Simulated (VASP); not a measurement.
# MgB2 (P6/mmm) in VASP: a series of runs

The runs below take MgB2 through single point, with revPBE, PBE+D3(BJ).

Everything below comes from runs of VASP 6.6.1. Logs are shortened: lines on timing, memory, paths and dates and some standing lists are left out, and cuts for length are marked.

### 1 The cell of the first run

The structure is hexagonal, space group P6/mmm (No. 191). The conventional cell has a = 3.066 Å, b = 3.066 Å, c = 3.459 Å, α = 90.00°, β = 90.00°, γ = 120.00°. Mg (site symmetry 6/mmm) has 12 B at 2.48 Å and 6 Mg at 3.07 Å within 3.3 Å. B (site symmetry -6m2) has 3 B at 1.77 Å within 2.4 Å.

### 2 Single point, revPBE (volume scaled by 0.96)

Contents of INCAR:

```
ALGO = Normal
EDIFF = 1E-6
ENCUT = 520
GGA = RE
ISIF = 2
ISMEAR = 0
LASPH = True
LCHARG = False
LREAL = False
LWAVE = False
NBANDS = 11
NELM = 80
PREC = Accurate
SIGMA = 0.05
```

Contents of KPOINTS:

```
k-points
0
Gamma
  8 8 6
```

Contents of POSCAR:

```
MgB2
1.0
    3.0662608389      0.0000000000      0.0000000000
   -1.5331304194      2.6554597811      0.0000000000
    0.0000000000      0.0000000000      3.4593091309
Mg B
1 2
Direct
    0.0000000000      0.0000000000      0.0000000000
    0.3333333333      0.6666666667      0.5000000000
    0.6666666667      0.3333333333      0.5000000000
```

Potentials or basis: VASP PAW PBE potentials, release 64 (Mg, B).

Command:

```sh
> cat potpaw_PBE.64/Mg/POTCAR potpaw_PBE.64/B/POTCAR > POTCAR
> mpirun -np 1 vasp_std > vasp.out
```

OUTCAR:

```text
EDIFF = 1E-6
   ENCUT = 520
   GGA = RE
   ISIF = 2
   ISMEAR = 0
   LASPH = True
   LREAL = False
   NELM = 80
   PREC = Accurate

 ion  position               nearest neighbor table
   1  0.000  0.000  0.000-   2 2.48   3 2.48   2 2.48   3 2.48   2 2.48   2 2.48   3 2.48   3 2.48
                             3 2.48   3 2.48   2 2.48   2 2.48
   2  0.333  0.667  0.500-   3 1.77   3 1.77   3 1.77   1 2.48   1 2.48   1 2.48   1 2.48   1 2.48
                             1 2.48
   3  0.667  0.333  0.500-   2 1.77   2 1.77   2 1.77   1 2.48   1 2.48   1 2.48   1 2.48   1 2.48
                             1 2.48

  LATTYP: Found a hexagonal cell.
 ALAT       =     3.0662608389
 C/A-ratio  =     1.1281848847

  Lattice vectors:

 A1 = (   3.0662608389,   0.0000000000,   0.0000000000)
 A2 = (  -1.5331304194,   2.6554597811,   0.0000000000)
 A3 = (   0.0000000000,   0.0000000000,   3.4593091309)

Analysis of symmetry for initial positions (statically):
=====================================================================
 Subroutine PRICEL returns:
 Original cell was already a primitive cell.

 Routine SETGRP: Setting up the symmetry group for a
 hexagonal supercell.

 Subroutine GETGRP returns: Found 24 space group operations
 (whereof 24 operations were pure point group operations)
 out of a pool of 24 trial point group operations.

The static configuration has the point symmetry D_6h.

Analysis of symmetry for dynamics (positions and initial velocities):
=====================================================================
 Subroutine PRICEL returns:
 Original cell was already a primitive cell.

 Routine SETGRP: Setting up the symmetry group for a
 hexagonal supercell.

 Subroutine GETGRP returns: Found 24 space group operations
 (whereof 24 operations were pure point group operations)
 out of a pool of 24 trial point group operations.

The dynamic configuration has the point symmetry D_6h.

 Subroutine INISYM returns: Found 24 space group operations
 (whereof 24 operations are pure point group operations),
 and found     1 'primitive' translations

----------------------------------------------------------------------------------------

                                     Primitive cell

  volume of cell :      28.1668

  direct lattice vectors                    reciprocal lattice vectors
[... 90 lines left out ...]
   LREAL  =      F    real-space projection
[... 7 lines left out ...]
   TEBEG  =    0.0;   TEEND  =   0.0 temperature during run
   PSTRESS=    0.0 pullay stress
   NELECT =       8.0000    total number of electrons
   NUPDOWN=      -1.0000    fix difference up-down
   EMIN   =  10.00;   EMAX   =-10.00  energy-range for DOS
   EFERMI =   0.00;   METHOD = LEGACY
   ISMEAR =     0;   SIGMA  =   0.05  broadening in eV -4-tet -1-fermi 0-gaus
   EFERMI_NEDOS =   21; number of points for ismear=-14 and -15
   IALGO  =     38    algorithm
   IMIX   =      4    mixing-type and parameters
     AMIX     =   0.40;   BMIX     =  1.00
     AMIX_MAG =   1.60;   BMIX_MAG =  1.00
  volume/ion in A,a.u.               =       9.39        63.36
  Fermi-wavevector in a.u.,A,eV,Ry     =   1.076115  2.033563 15.755872  1.158024
  Thomas-Fermi vector in A             =   2.211991
   LORBIT       =      0    0 simple, 1 ext, 2 COOP (PROOUT), +10 PAW based schemes
   GGA     = RE    functional components
   LHFCALC =     F    Hartree Fock is set to
   AEXX    =    0.0000 exact exchange contribution
   IVDW    =     0    specifies the selected vdW correction
   LEPSILON=     F    determine dielectric tensor
   LRPA    =     F    only Hartree local field effects (RPA)
 non-spin polarized calculation
 Gauss-broadening in eV      SIGMA  =   0.05
  energy-cutoff  :      520.00
  volume of cell :       28.17
 maximum number of plane-waves:       781
 NGX is ok and might be reduce to    24
   NGX = 11   NGY = 11   NGZ = 13

 number of electron       8.0000000 magnetization

 Free energy of the ion-electron system (eV)
  ---------------------------------------------------
  ext. energy  EPLUGINS =         0.00000000
  ---------------------------------------------------
  free energy    TOTEN  =       -14.65093495 eV

  energy without entropy =      -14.64863400  energy(sigma->0) =      -14.64978448

 E-fermi :   5.5847     XC(G=0): -10.9702

 val. band max:        5.4314447913   @ k =   0.3750   0.2500   0.1667
 cond. band min:       5.5847615060   @ k =   0.1250   0.0000   0.3333
 fundamental gap:      0.1533167147
 Fermi energy:         5.5846586274

 k-point     1 :       0.0000    0.0000    0.0000
  band No.  band energies     occupation
      1      -7.0644      2.00000
      2       2.6949      2.00000
      3       5.8918      0.00000
      4       5.8918      0.00000
      5       7.5108      0.00000
      6      11.8781      0.00000
      7      11.8781      0.00000
      8      13.7295      0.00000
      9      15.7465      0.00000
     10      18.4619      0.00000
     11      22.0977      0.00000
[... 309 lines left out ...]
 k-point    24 :       0.3750   -0.0000    0.3333
  band No.  band energies     occupation
      1      -3.8825      2.00000
      2       0.1087      2.00000
      3       1.5889      2.00000
      4       3.8073      2.00000
      5       6.6863      0.00000
      6      11.0644      0.00000
      7      15.2828      0.00000
      8      15.5142      0.00000
      9      16.2475      0.00000
     10      18.9553      0.00000
     11      19.2087      0.00000

 [... further k-points ...]

------------------------ aborting loop because EDIFF is reached ----------------------------------------

  FORCE on cell =-STRESS in cart. coord.  units (eV):
  Direction    XX          YY          ZZ          XY          YZ          ZX
  --------------------------------------------------------------------------------------
  -------------------------------------------------------------------------------------
  Total        1.0265367      1.0265367      1.0234700      0.0000000      0.0000000      0.0000000
  in kB       58.3911300     58.3911300     58.2166917      0.0000000      0.0000000      0.0000000
  external PRESSURE =      58.3329839 kB  Pullay stress =       0.0000000 kB

 VOLUME and BASIS-vectors are now :
 -----------------------------------------------------------------------------
  energy-cutoff  :      520.00
  volume of cell :       28.17
      direct lattice vectors                 reciprocal lattice vectors
     3.066260839  0.000000000  0.000000000     0.326130115  0.188291310  0.000000000
    -1.533130419  2.655459781  0.000000000     0.000000000  0.376582619  0.000000000
     0.000000000  0.000000000  3.459309131     0.000000000  0.000000000  0.289075062

 POSITION                                       TOTAL-FORCE (eV/Angst)
 -----------------------------------------------------------------------------------
      0.00000      0.00000      0.00000         0.000000      0.000000      0.000000
     -0.00000      1.77031      1.72965         0.000000     -0.000000      0.000000
      1.53313      0.88515      1.72965        -0.000000      0.000000      0.000000
 -----------------------------------------------------------------------------------
    total drift:                                0.000000     -0.000000     -0.000000

  FREE ENERGIE OF THE ION-ELECTRON SYSTEM (eV)
  ---------------------------------------------------
  free  energy   TOTEN  =       -14.6509349511 eV

  energy  without entropy=      -14.6486340048  energy(sigma->0) =      -14.64978448
```

Run time: 14 s. Hardware: 1 thread of Intel Xeon Platinum 8259CL at 2.50GHz (Skylake/Cascade Lake), shared host; peak memory 0.14 GiB.

Results:

* Free energy: -14.6509 eV
* Pressure: 5.8 GPa
* Band gap on the k mesh: zero (band 4 reaches 6.75 eV, above the bottom of band 5 at 4.06 eV)

Levels at points of the mesh, in eV from the Fermi level:
| k point | band 2 | band 3 | band 4 | band 5 | band 6 | band 7 |
| --- | --- | --- | --- | --- | --- | --- |
| (0.00, 0.00, 0.00) | -2.89 | 0.31 | 0.31 | 1.93 | 6.29 | 6.29 |
| (0.50, 0.00, 0.00) | -8.00 | -2.27 | 0.26 | 3.21 | 3.82 | 5.63 |
| (0.00, 0.00, 0.50) | -7.54 | 0.72 | 0.72 | 6.63 | 6.63 | 7.99 |
| (0.50, 0.00, 0.50) | -7.05 | -3.67 | -1.96 | -1.33 | 5.76 | 9.03 |

Caveat: the cell differs from its parent crystal (volume scaled by 0.96); the PAW data sets were made with another functional, which shifts forces and pressure a little.

### 3 Single point, PBE+D3(BJ)

This run uses another cell than the first one, of 9.29 Å³/atom, 0.989 times its volume.

Contents of INCAR:

```
PREC = Accurate
ENCUT = 520
EDIFF = 1E-6
ISMEAR = 0
SIGMA = 0.05
LREAL = False
LASPH = True
NELM = 60
ALGO = Normal
ISIF = 2
LWAVE = False
LCHARG = False
GGA = PE
IVDW = 12
NBANDS = 11
```

Contents of KPOINTS:

```
regular mesh
0
Gamma
  8 8 6
```

Contents of POSCAR:

```
MgB2
1.0
    3.0551396024      0.0000000000      0.0000000000
   -1.5275698012      2.6458285078      0.0000000000
    0.0000000000      0.0000000000      3.4460839314
Mg B
1 2
Direct
    0.0000000000      0.0000000000      0.0000000000
    0.3333333333      0.6666666667      0.5000000000
    0.6666666667      0.3333333333      0.5000000000
```

Potentials or basis: VASP PAW PBE potentials, release 64 (Mg, B).

Command:

```sh
> cat potpaw_PBE.64/Mg/POTCAR potpaw_PBE.64/B/POTCAR > POTCAR
> mpirun -np 1 vasp_std > vasp.out
```

It took 13 s on 1 thread of Intel Xeon Platinum 8259CL at 2.50GHz (Skylake/Cascade Lake), shared host; peak memory 0.16 GiB.

Results (log left out):

```
Free energy                : -16.1828 eV
Pressure                   : -0.2 GPa
Band gap on the k mesh     : zero (band 4 reaches 6.75 eV, above the bottom of band 5 at 4.04 eV)
Dispersion energy per atom : -0.294 eV
```

Stress tensor (GPa, compression positive):
```
-0.13  0.00  0.00
 0.00 -0.13  0.00
 0.00  0.00 -0.49
```

Levels at points of the mesh, in eV from the Fermi level:
| k point | band 2 | band 3 | band 4 | band 5 | band 6 | band 7 |
| --- | --- | --- | --- | --- | --- | --- |
| (0.00, 0.00, 0.00) | -2.90 | 0.31 | 0.31 | 1.95 | 6.34 | 6.34 |
| (0.50, 0.00, 0.00) | -8.03 | -2.28 | 0.27 | 3.23 | 3.87 | 5.68 |
| (0.00, 0.00, 0.50) | -7.60 | 0.73 | 0.73 | 6.67 | 6.67 | 8.04 |
| (0.50, 0.00, 0.50) | -7.05 | -3.69 | -1.97 | -1.35 | 5.87 | 9.07 |

Caveat: pairwise dispersion overbinds metals, which lowers pressure and volume.

### 4 Single point, PBE+D3(BJ) (volume scaled by 0.98)

Contents of INCAR:

```
SYSTEM = MgB2
PREC     = Accurate       ! precision mode
ENCUT    = 520            ! plane-wave cutoff, eV
EDIFF    = 1E-7           ! SCF threshold, eV
ISMEAR   = 0              ! smearing method
SIGMA    = 0.05           ! smearing width, eV
LREAL    = .False.        ! projectors in reciprocal space
LASPH    = .True.         ! aspherical terms in the spheres
NELM     = 80             ! most SCF steps
ALGO     = Normal         ! electronic algorithm
ISIF     = 2              ! what is computed and relaxed
LWAVE    = .False.        ! write WAVECAR
LCHARG   = .True.         ! write CHGCAR
GGA      = PE             ! functional
IVDW     = 12             ! dispersion correction
LELF     = .True.         ! ELF
LVHAR    = .True.       
NBANDS   = 11             ! bands
```

Contents of KPOINTS:

```
regular mesh
0
Gamma
  8 8 6
  0 0 0
```

Contents of POSCAR:

```
MgB2
1.0
    3.0387192595      0.0000000000      0.0000000000
   -1.5193596298      2.6316080737      0.0000000000
    0.0000000000      0.0000000000      3.4137592439
Mg B
1 2
Direct
    0.0000000000      0.0000000000      0.0000000000
    0.3333333333      0.6666666667      0.5000000000
    0.6666666667      0.3333333333      0.5000000000
```

Potentials or basis: VASP PAW PBE potentials, release 64 (Mg, B).

Command:

```sh
> cat potpaw_PBE.64/Mg/POTCAR potpaw_PBE.64/B/POTCAR > POTCAR
> mpirun -np 1 vasp_std > vasp.out
```

OUTCAR:

```text
SYSTEM = MgB2
   PREC = Accurate
   ENCUT = 520
   EDIFF = 1E-7
   ISMEAR = 0
   LREAL = .False.
   LASPH = .True.
   NELM = 80
   ISIF = 2
   GGA = PE
   IVDW = 12
 IVDW          = 12

 ion  position               nearest neighbor table
   1  0.000  0.000  0.000-   2 2.45   3 2.45   2 2.45   3 2.45   3 2.45   3 2.45   2 2.45   2 2.45
                             3 2.45   3 2.45   2 2.45   2 2.45
   2  0.333  0.667  0.500-   3 1.75   3 1.75   3 1.75   1 2.45   1 2.45   1 2.45   1 2.45   1 2.45
                             1 2.45
   3  0.667  0.333  0.500-   2 1.75   2 1.75   2 1.75   1 2.45   1 2.45   1 2.45   1 2.45   1 2.45
                             1 2.45

  LATTYP: Found a hexagonal cell.
 ALAT       =     3.0387192595
 C/A-ratio  =     1.1234204125

  Lattice vectors:

 A1 = (   3.0387192595,   0.0000000000,   0.0000000000)
 A2 = (  -1.5193596298,   2.6316080737,   0.0000000000)
 A3 = (   0.0000000000,   0.0000000000,   3.4137592439)

Analysis of symmetry for initial positions (statically):
=====================================================================
 Subroutine PRICEL returns:
 Original cell was already a primitive cell.

 Routine SETGRP: Setting up the symmetry group for a
 hexagonal supercell.

 Subroutine GETGRP returns: Found 24 space group operations
 (whereof 24 operations were pure point group operations)
 out of a pool of 24 trial point group operations.

The static configuration has the point symmetry D_6h.

Analysis of symmetry for dynamics (positions and initial velocities):
=====================================================================
 Subroutine PRICEL returns:
 Original cell was already a primitive cell.

 Routine SETGRP: Setting up the symmetry group for a
 hexagonal supercell.

 Subroutine GETGRP returns: Found 24 space group operations
 (whereof 24 operations were pure point group operations)
 out of a pool of 24 trial point group operations.

The dynamic configuration has the point symmetry D_6h.

 Subroutine INISYM returns: Found 24 space group operations
 (whereof 24 operations are pure point group operations),
 and found     1 'primitive' translations

[... 131 lines left out ...]
 maximum number of plane-waves:       757
 NGX is ok and might be reduce to    24
   NGX = 11   NGY = 11   NGZ = 13

 number of electron       8.0000000 magnetization

 Free energy of the ion-electron system (eV)
  ---------------------------------------------------
  ext. energy  EPLUGINS =         0.00000000
  ---------------------------------------------------
  free energy    TOTEN  =       -15.27600530 eV

  energy without entropy =      -15.27367161  energy(sigma->0) =      -15.27483846

 E-fermi :   5.7131     XC(G=0): -11.1616

 val. band max:        5.5781722984   @ k =   0.3750   0.2500   0.1667
 cond. band min:       5.7160259237   @ k =   0.1250  -0.0000   0.3333
 fundamental gap:      0.1378536252
 Fermi energy:         5.7131278008

 k-point     1 :       0.0000    0.0000    0.0000
  band No.  band energies     occupation
      1      -7.0766      2.00000
      2       2.8217      2.00000
      3       6.0208      0.00000
      4       6.0208      0.00000
      5       7.7840      0.00000
      6      12.1014      0.00000
      7      12.1014      0.00000
      8      14.1781      0.00000
      9      16.0817      0.00000
     10      18.8422      0.00000
     11      22.4870      0.00000
[... 309 lines left out ...]
 k-point    24 :       0.3750   -0.0000    0.3333
  band No.  band energies     occupation
      1      -3.8218      2.00000
      2       0.2008      2.00000
      3       1.6614      2.00000
      4       3.9006      2.00000
      5       6.8267      0.00000
      6      11.3776      0.00000
      7      15.6749      0.00000
      8      15.8216      0.00000
      9      16.6583      0.00000
     10      19.3937      0.00000
     11      19.5701      0.00000

 [... further k-points ...]

------------------------ aborting loop because EDIFF is reached ----------------------------------------

 Edisp (eV)   -0.90199

 E8    (eV) :    -0.3490

  FORCE on cell =-STRESS in cart. coord.  units (eV):
  Direction    XX          YY          ZZ          XY          YZ          ZX
  --------------------------------------------------------------------------------------
  -------------------------------------------------------------------------------------
  Total       0.51734     0.51734     0.48988    -0.00000     0.00000     0.00000
  in kB      30.36253    30.36253    28.75127    -0.00000     0.00000     0.00000
  external pressure =       29.83 kB  Pullay stress =        0.00 kB

 VOLUME and BASIS-vectors are now :
 -----------------------------------------------------------------------------
  energy-cutoff  :      520.00
  volume of cell :       27.30
      direct lattice vectors                 reciprocal lattice vectors
     3.038719260  0.000000000  0.000000000     0.329086011  0.189997897  0.000000000
    -1.519359630  2.631608074  0.000000000     0.000000000  0.379995794  0.000000000
     0.000000000  0.000000000  3.413759244     0.000000000  0.000000000  0.292932198

 POSITION                                       TOTAL-FORCE (eV/Angst)
 -----------------------------------------------------------------------------------
      0.00000      0.00000      0.00000         0.000000      0.000000      0.000000
     -0.00000      1.75441      1.70688        -0.000000      0.000000      0.000000
      1.51936      0.87720      1.70688         0.000000     -0.000000      0.000000
 -----------------------------------------------------------------------------------
    total drift:                                0.000000     -0.000000      0.000000

  FREE ENERGIE OF THE ION-ELECTRON SYSTEM (eV)
  ---------------------------------------------------
  free  energy   TOTEN  =       -16.1779958959 eV

  energy  without entropy=      -16.1756622059  energy(sigma->0) =      -16.17682905
```

OSZICAR:

```text
N       E                     dE             d eps       ncg     rms          rms(c)
DAV:   1     0.350260192354E+01    0.35026E+01   -0.38002E+03   992   0.614E+02
DAV:   2    -0.165109511402E+02   -0.20014E+02   -0.18930E+02  1105   0.107E+02
DAV:   3    -0.169971671405E+02   -0.48622E+00   -0.48456E+00  1168   0.138E+01
DAV:   4    -0.169982098426E+02   -0.10427E-02   -0.10426E-02  1007   0.655E-01
DAV:   5    -0.169982135630E+02   -0.37204E-05   -0.37200E-05  1105   0.424E-02    0.538E+00
DAV:   6    -0.155625231614E+02    0.14357E+01   -0.16848E+00   991   0.625E+00    0.264E+00
DAV:   7    -0.152832956861E+02    0.27923E+00   -0.10385E+00  1021   0.485E+00    0.791E-01
DAV:   8    -0.152906022817E+02   -0.73066E-02   -0.12078E-01   964   0.189E+00    0.530E-01
DAV:   9    -0.152763632528E+02    0.14239E-01   -0.25434E-02   979   0.752E-01    0.103E-01
DAV:  10    -0.152760197503E+02    0.34350E-03   -0.20743E-03  1052   0.247E-01    0.320E-02
DAV:  11    -0.152760057434E+02    0.14007E-04   -0.92763E-05   973   0.603E-02    0.378E-03
DAV:  12    -0.152760064317E+02   -0.68836E-06   -0.76361E-06   991   0.135E-02    0.566E-03
DAV:  13    -0.152760053212E+02    0.11106E-05   -0.17093E-06  1012   0.639E-03    0.123E-03
DAV:  14    -0.152760053041E+02    0.17127E-07   -0.38180E-07  1022   0.316E-03
   1 F= -.16177996E+02 E0= -.16176829E+02  d E =-.233369E-02
```

Run time: 14 s. Hardware: 1 thread of Intel Xeon Platinum 8259CL at 2.50GHz (Skylake/Cascade Lake), shared host; peak memory 0.16 GiB.

What came out:

* Free energy: -16.1780 eV
* Pressure: 3.0 GPa
* Band gap on the k mesh: zero (band 4 reaches 6.93 eV, above the bottom of band 5 at 4.15 eV)
* Dispersion energy per atom: -0.301 eV

Stress tensor (GPa, compression positive):
```
3.04 0.00 0.00
0.00 3.04 0.00
0.00 0.00 2.88
```

Caveat: the cell differs from its parent crystal (volume scaled by 0.98); pairwise dispersion overbinds metals, which lowers pressure and volume.

### 5 Summary

| level | cell | gap on the mesh (eV) | pressure (GPa) |
| --- | --- | --- | --- |
| revPBE | a = 3.066, b = 3.066, c = 3.459 Å, angles 90.0, 90.0, 120.0°, 3 atoms | none | 5.8 |
| PBE+D3(BJ) | a = 3.055, b = 3.055, c = 3.446 Å, angles 90.0, 90.0, 120.0°, 3 atoms | none | -0.2 |
| PBE+D3(BJ) | a = 3.039, b = 3.039, c = 3.414 Å, angles 90.0, 90.0, 120.0°, 3 atoms | none | 3.0 |

Alike in all rows: task single point; potentials or basis VASP PAW PBE potentials, release 64 (Mg, B); no spin polarisation; k mesh 8 × 8 × 6; cutoff (eV) 520; smearing gaussian 0.05 eV.

Caveats: pairwise dispersion overbinds metals, which lowers pressure and volume (some runs); the PAW data sets were made with another functional, which shifts forces and pressure a little (some runs).

Absolute energies hang on the potentials; compare differences alone.
